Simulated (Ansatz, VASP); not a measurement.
**Si2Ge: VASP beside Ansatz**

```
Si Ge
1.0
     6.37304    0.00000    0.00000
     0.00000    6.37304    0.00000
     0.00000    0.00000    2.67353
Si Ge
4 2
Cartesian
  0.8343 2.3522 0.6684
  5.5387 4.0208 0.6684
  2.3522 5.5387 2.0051
  4.0208 0.8343 2.0051
  3.1865 3.1865 0.0000
  0.0000 0.0000 1.3368
```

Alike in both runs: functional PBE; k mesh 4 × 4 × 6; occupations gaussian, width 0.1 eV; no spin polarisation.

Ansatz relaxed the structure, and its values are those at the end. VASP's run is a single point on that final structure, the one shown.

```csv
,VASP,Ansatz
version,VASP 6.6.1,Ansatz 0.2.0
potentials or method,"VASP PAW PBE potentials, release 64 (Si, Ge_d), cutoff 520 eV","scalar-relativistic, plane waves, PAW"
valence electrons in the cell,44,44
```

VASP gave:

- gap on the k mesh at the Fermi level (eV): none
- pressure (GPa): 0.2
- rms of the force components (eV/Å): 0.015

**Question.** Which values does Ansatz return?

**Answer.** gap on the k mesh at the Fermi level (eV): none; pressure (GPa): 0.2; rms of the force components (eV/Å): 0.013.

A gap of «none» marks a metal or a gap that the smearing closes. With one functional, cell and mesh, what is left measures potentials, basis and numerics.

The k mesh is coarse, so the values compare programs but aren't converged.
